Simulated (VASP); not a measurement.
## AlRu: single point with PBEsol

Crystal: AlRu.

```
CELL_PARAMETERS angstrom
-2.97641 0.00000 -2.97641
0.00000 -2.97641 -2.97641
-2.97641 -2.97641 0.00000
ATOMIC_POSITIONS crystal
Al 0.00000 0.00000 0.00000
Al 0.50000 0.50000 0.50000
Ru 0.23740 0.26260 0.23740
Ru 0.76260 0.73740 0.76260
```

This cell differs from its parent crystal: atoms displaced along a vibrational mode.

| Item | Value |
| --- | --- |
| Program | VASP 6.6.1 |
| Task | single point |
| Functional | PBEsol |
| Potentials or basis | VASP PAW PBE potentials, release 64 (Al, Ru_pv) |
| Cutoff | 520 eV |
| k mesh | 18 × 18 × 18 |
| Occupations | gaussian, width 0.15 eV |
| Spin | no spin polarisation |
| Dipole correction | no |
| Further INCAR settings | ALGO = Fast; EDIFF = 1e-07; NBANDS = 25 |

The pressure is 1.0 GPa and the largest force is 0.998 eV/Å. The band gap on the k mesh is zero (bands 17 and 18 overlap by 2.64 eV).

Forces in eV/Å, atoms in the order of the input:
```
Al   0.000  0.000  0.000
Al   0.000  0.000  0.000
Ru  -0.998  0.000  0.000
Ru   0.998  0.000  0.000
```

Stress tensor (GPa, compression positive):
```
1.42 0.00 0.00
0.00 0.80 0.00
0.00 0.00 0.80
```

Levels at points of the mesh, in eV from the Fermi level:
| k point | band 14 | band 15 | band 16 | band 17 | band 18 | band 19 | band 20 | band 21 |
| --- | --- | --- | --- | --- | --- | --- | --- | --- |
| (0.00, 0.00, 0.00) | 0.16 | 0.16 | 1.53 | 1.62 | 2.84 | 4.15 | 4.17 | 4.17 |
| (0.50, 0.00, 0.00) | -1.54 | -1.49 | -1.25 | -1.15 | -1.02 | 4.93 | 5.38 | 5.51 |
| (0.50, 0.50, 0.00) | -1.45 | -1.40 | -1.30 | -1.20 | 0.52 | 1.51 | 2.30 | 5.34 |
| (0.50, 0.00, 0.50) | -1.32 | -1.32 | -1.16 | -1.16 | 0.42 | 1.46 | 2.35 | 5.30 |

It took 3.9 min on 1 thread of Intel(R) Xeon(R) 6975P-C (Granite Rapids), on a shared host, peak memory 0.59 GiB.

Caveat: the cell differs from its parent crystal (atoms displaced along a vibrational mode); the PAW data sets were made with another functional, which shifts forces and pressure a little.
